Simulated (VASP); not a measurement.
# Te (Im-3m) in VASP: single point with LDA

Aim: the single point of Te with LDA.

Everything below comes from runs of VASP 6.6.1. Logs are shortened: lines on timing, memory, paths and dates and some standing lists are left out, and cuts for length are marked.

## Step 1: The cell of the first run

The structure is cubic, space group Im-3m (No. 229). The conventional cell has a = 3.755 Å, b = 3.755 Å, c = 3.755 Å, α = 90.00°, β = 90.00°, γ = 90.00°. Within 4.3 Å of Te (site symmetry m-3m) lie 14 Te at 3.25 to 3.75 Å.

## Step 2: Single point, LDA

Input file INCAR:

```
PREC = Accurate
ENCUT = 520
EDIFF = 1E-6
ISMEAR = -1
SIGMA = 0.13605693000000002
LREAL = F
LASPH = T
NELM = 80
ALGO = Normal
ISIF = 2
LWAVE = F
LCHARG = F
GGA = CA
NBANDS = 9
```

Input file KPOINTS:

```
Automatic mesh
0
Gamma
  12 12 12
```

Input file POSCAR:

```
Te
1.0
   -1.8773156575      1.8773156575      1.8773156575
    1.8773156575     -1.8773156575      1.8773156575
    1.8773156575      1.8773156575     -1.8773156575
Te
1
Direct
    0.0000000000      0.0000000000      0.0000000000
```

Potentials or basis: VASP PAW LDA potentials, release 64 (Te).

On the command line:

```bash
cat potpaw_LDA.64/Te/POTCAR > POTCAR
mpirun -np 1 vasp_std > vasp.out
```

OUTCAR:

```text
PREC = Accurate
   ENCUT = 520
   EDIFF = 1E-6
   ISMEAR = -1
   LREAL = F
   LASPH = T
   NELM = 80
   ISIF = 2
   GGA = CA

 ion  position               nearest neighbor table
   1  0.000  0.000  0.000-

  LATTYP: Found a body centered cubic cell.
 ALAT       =     3.7546313150

  Lattice vectors:

 A1 = (  -1.8773156575,   1.8773156575,   1.8773156575)
 A2 = (   1.8773156575,  -1.8773156575,   1.8773156575)
 A3 = (   1.8773156575,   1.8773156575,  -1.8773156575)

Analysis of symmetry for initial positions (statically):
=====================================================================
 Subroutine PRICEL returns:
 Original cell was already a primitive cell.

 Routine SETGRP: Setting up the symmetry group for a
 body centered cubic supercell.

 Subroutine GETGRP returns: Found 48 space group operations
[... 9 lines left out ...]

 Routine SETGRP: Setting up the symmetry group for a
 body centered cubic supercell.

 Subroutine GETGRP returns: Found 48 space group operations
[... 11 lines left out ...]
                                     Primitive cell

  volume of cell :      26.4650

  direct lattice vectors                    reciprocal lattice vectors
    -1.877315658  1.877315658  1.877315658     0.000000000  0.266337735  0.266337735
     1.877315658 -1.877315658  1.877315658     0.266337735  0.000000000  0.266337735
     1.877315658  1.877315658 -1.877315658     0.266337735  0.266337735  0.000000000

  length of vectors
     3.251606101  3.251606101  3.251606101     0.376658437  0.376658437  0.376658437

  position of ions in fractional coordinates (direct lattice)
     0.000000000  0.000000000  0.000000000

  ion indices of the primitive-cell ions
   primitive index   ion index
                 1           1

----------------------------------------------------------------------------------------

 KPOINTS: Automatic mesh

Automatic generation of k-mesh.
 Grid dimensions read from file:
 generate k-points for:   12   12   12

 Generating k-lattice:

  Cartesian coordinates                     Fractional coordinates (reciprocal lattice)
     0.000000000  0.022194811  0.022194811     0.083333333  0.000000000  0.000000000
     0.022194811  0.000000000  0.022194811     0.000000000  0.083333333  0.000000000
     0.022194811  0.022194811  0.000000000     0.000000000  0.000000000  0.083333333

  Length of vectors
     0.031388203  0.031388203  0.031388203

  Shift w.r.t. Gamma in fractional coordinates (k-lattice)
     0.000000000  0.000000000  0.000000000

 Subroutine IBZKPT returns following result:
 ===========================================

 Found     72 irreducible k-points:

 Following reciprocal coordinates:
            Coordinates               Weight
  0.000000  0.000000  0.000000      1.000000
  0.083333  0.000000  0.000000     12.000000
  0.166667  0.000000  0.000000     12.000000
  0.250000  0.000000  0.000000     12.000000
  0.333333  0.000000  0.000000     12.000000
  0.416667  0.000000  0.000000     12.000000
[... 16 lines left out ...]
  0.333333  0.083333  0.083333     24.000000
  0.416667  0.083333  0.083333     12.000000
 [... further k-points ...]
   k-points           NKPTS =     72   k-points in BZ     NKDIM =     72   number of bands    NBANDS=      9
   number of dos      NEDOS =    301   number of ions     NIONS =      1
   total plane-waves  NPLWV =  13824
   dimension x,y,z NGX =    24 NGY =   24 NGZ =   24
   dimension x,y,z NGXF=    48 NGYF=   48 NGZF=   48
   ions per type =               1
   NGX,Y,Z   is equivalent  to a cutoff of  12.27, 12.27, 12.27 a.u.
   NGXF,Y,Z  is equivalent  to a cutoff of  24.54, 24.54, 24.54 a.u.
 SYSTEM =  unknown system
   PREC   = accura    normal or accurate (medium, high low for compatibility)
   ISTART =      0    job   : 0-new  1-cont  2-samecut
   ICHARG =      2    charge: 1-file 2-atom 10-const
   ISPIN  =      1    spin polarized calculation?
   LNONCOLLINEAR =      F non collinear calculations
   LSORBIT =      F    spin-orbit coupling
   LASPH  =      T    aspherical Exc in radial PAW
   ENCUT  =  520.0 eV  38.22 Ry    6.18 a.u.   6.05  6.05  6.05*2*pi/ulx,y,z
   NELM   =     80;   NELMIN=  2; NELMDL= -5     # of ELM steps
   EDIFF  = 0.1E-05   stopping-criterion for ELM
   LREAL  =      F    real-space projection
   EDIFFG = 0.1E-04   stopping-criterion for IOM
   NSW    =      0    number of steps for IOM
   IBRION =     -1    ionic relax: 0-MD 1-quasi-New 2-CG
   NFREE  =      0    steps in history (QN), initial steepest desc. (CG)
   ISIF   =      2    stress and relaxation
   ISYM   =      2    0-nonsym 1-usesym 2-fastsym
   POTIM  = 0.5000    time-step for ionic-motion
   TEBEG  =    0.0;   TEEND  =   0.0 temperature during run
   PSTRESS=    0.0 pullay stress
   NELECT =       6.0000    total number of electrons
   NUPDOWN=      -1.0000    fix difference up-down
   EMIN   =  10.00;   EMAX   =-10.00  energy-range for DOS
   EFERMI =   0.00;   METHOD = LEGACY
   ISMEAR =    -1;   SIGMA  =   0.14  broadening in eV -4-tet -1-fermi 0-gaus
   EFERMI_NEDOS =   21; number of points for ismear=-14 and -15
   IALGO  =     38    algorithm
   IMIX   =      4    mixing-type and parameters
     AMIX     =   0.40;   BMIX     =  1.00
     AMIX_MAG =   1.60;   BMIX_MAG =  1.00
  volume/ion in A,a.u.               =      26.47       178.59
  Fermi-wavevector in a.u.,A,eV,Ry     =   0.998239  1.886399 13.557954  0.996481
  Thomas-Fermi vector in A             =   2.130449
   LORBIT       =      0    0 simple, 1 ext, 2 COOP (PROOUT), +10 PAW based schemes
   GGA     = CA    functional components
   LHFCALC =     F    Hartree Fock is set to
   AEXX    =    0.0000 exact exchange contribution
   IVDW    =     0    specifies the selected vdW correction
   LEPSILON=     F    determine dielectric tensor
   LRPA    =     F    only Hartree local field effects (RPA)
 non-spin polarized calculation
  energy-cutoff  :      520.00
  volume of cell :       26.47
 maximum number of plane-waves:       727
   NGX = 13   NGY = 13   NGZ = 13

 number of electron       6.0000000 magnetization

 Free energy of the ion-electron system (eV)
  ---------------------------------------------------
  ext. energy  EPLUGINS =         0.00000000
  ---------------------------------------------------
  free energy    TOTEN  =        -3.60709347 eV

  energy without entropy =       -3.56873882  energy(sigma->0) =       -3.58791615

 E-fermi :   8.8468     XC(G=0): -10.5497

 val. band max:        8.7986320050   @ k =   0.1667   0.1667   0.0000
 cond. band min:       8.8512750558   @ k =   0.5000   0.0000   0.0000
 fundamental gap:      0.0526430508
 Fermi energy:         8.8467729356

 k-point     1 :       0.0000    0.0000    0.0000
  band No.  band energies     occupation
      1      -5.7061      2.00000
      2      12.1052      0.00000
      3      12.1052      0.00000
      4      12.1052      0.00000
      5      18.7615      0.00000
      6      18.7615      0.00000
      7      18.7615      0.00000
      8      19.4599      0.00000
      9      20.6806      0.00000

 k-point     2 :       0.0833    0.0000    0.0000
  band No.  band energies     occupation
      1      -5.5693      2.00000
      2      11.1553      0.00000
      3      11.7487      0.00000
      4      12.0275      0.00000
      5      18.0590      0.00000
      6      18.0730      0.00000
      7      19.3253      0.00000
      8      19.8877      0.00000
      9      19.9674      0.00000

 k-point     3 :       0.1667    0.0000    0.0000
  band No.  band energies     occupation
      1      -5.1633      2.00000
      2       9.1224      0.23303
      3      10.9581      0.00000
      4      11.8101      0.00000
      5      16.7426      0.00000
      6      17.0906      0.00000
      7      19.6229      0.00000
      8      20.0941      0.00000
      9      20.7362      0.00000

 k-point     4 :       0.2500    0.0000    0.0000
  band No.  band energies     occupation
      1      -4.5060      2.00000
      2       6.8653      2.00000
      3      10.1200      0.00017
      4      11.5089      0.00000
      5      15.6833      0.00000
      6      16.2757      0.00000
      7      19.7878      0.00000
      8      20.6280      0.00000
      9      22.6022      0.00000

 k-point     5 :       0.3333    0.0000    0.0000
  band No.  band energies     occupation
      1      -3.6482      2.00000
      2       4.7539      2.00000
      3       9.4371      0.02577
      4      11.2106      0.00000
      5      14.9444      0.00000
      6      15.6843      0.00000
      7      20.3892      0.00000
      8      21.4084      0.00000
      9      24.7092      0.00000

 k-point     6 :       0.4167    0.0000    0.0000
  band No.  band energies     occupation
      1      -2.7471      2.00000
      2       3.0677      2.00000
      3       9.0007      0.48794
      4      10.9970      0.00000
      5      14.5102      0.00000
      6      15.3275      0.00000
      7      21.2774      0.00000
      8      22.4205      0.00000
      9      24.7974      0.00000
[... 169 lines left out ...]
 k-point    21 :       0.1667    0.0833    0.0833
  band No.  band energies     occupation
      1      -4.2534      2.00000
      2       6.5716      2.00000
      3       9.3844      0.03772
      4      10.2289      0.00008
      5      17.1688      0.00000
      6      17.2459      0.00000
      7      20.6783      0.00000
      8      20.6833      0.00000
      9      21.1161      0.00000

 k-point    22 :       0.2500    0.0833    0.0833
  band No.  band energies     occupation
      1      -3.4198      2.00000
      2       4.8058      2.00000
      3       8.3446      1.95132
      4       9.7724      0.00222
      5      16.7327      0.00000
      6      17.1642      0.00000
      7      21.0199      0.00000
      8      21.6177      0.00000
      9      22.9065      0.00000

 k-point    23 :       0.3333    0.0833    0.0833
  band No.  band energies     occupation
      1      -2.5598      2.00000
      2       3.3032      2.00000
      3       7.7437      1.99940
      4       9.4715      0.02006
      5      16.4045      0.00000
      6      17.0597      0.00000
      7      21.7920      0.00000
      8      22.6287      0.00000
      9      24.6164      0.00000

 k-point    24 :       0.4167    0.0833    0.0833
  band No.  band energies     occupation
      1      -2.1278      2.00000
      2       2.6442      2.00000
      3       7.5483      1.99986
      4       9.3672      0.04269
      5      16.2888      0.00000
      6      17.0130      0.00000
      7      22.4412      0.00000
      8      23.6879      0.00000
      9      24.0141      0.00000

 [... further k-points ...]
[... 5 lines left out ...]
  --------------------------------------------------------------------------------------
  -------------------------------------------------------------------------------------
  Total        0.0265357      0.0265357      0.0265357      0.0000000      0.0000000      0.0000000
  in kB        1.6064582      1.6064582      1.6064582      0.0000000      0.0000000      0.0000000
  external PRESSURE =       1.6064582 kB  Pullay stress =       0.0000000 kB

 VOLUME and BASIS-vectors are now :
 -----------------------------------------------------------------------------
  energy-cutoff  :      520.00
  volume of cell :       26.47
      direct lattice vectors                 reciprocal lattice vectors
    -1.877315658  1.877315658  1.877315658     0.000000000  0.266337735  0.266337735
     1.877315658 -1.877315658  1.877315658     0.266337735  0.000000000  0.266337735
     1.877315658  1.877315658 -1.877315658     0.266337735  0.266337735  0.000000000

 POSITION                                       TOTAL-FORCE (eV/Angst)
 -----------------------------------------------------------------------------------
      0.00000      0.00000      0.00000         0.000000      0.000000      0.000000
 -----------------------------------------------------------------------------------
    total drift:                                0.000000     -0.000000     -0.000000

  FREE ENERGIE OF THE ION-ELECTRON SYSTEM (eV)
  ---------------------------------------------------
  free  energy   TOTEN  =        -3.6070934731 eV

  energy  without entropy=       -3.5687388198  energy(sigma->0) =       -3.58791615
```

It took 6.2 s on 1 thread of Intel Xeon Platinum 8375C at 2.90GHz (Ice Lake), shared host; peak memory 0.14 GiB.

What came out:

| Item | Value |
| --- | --- |
| Free energy | -3.6071 eV |
| Pressure | 0.2 GPa |
| Band gap on the k mesh | zero (band 3 reaches 12.11 eV, above the bottom of band 4 at 5.05 eV) |

Caveat: spin-orbit coupling is left out, which moves the levels of the heavy elements.
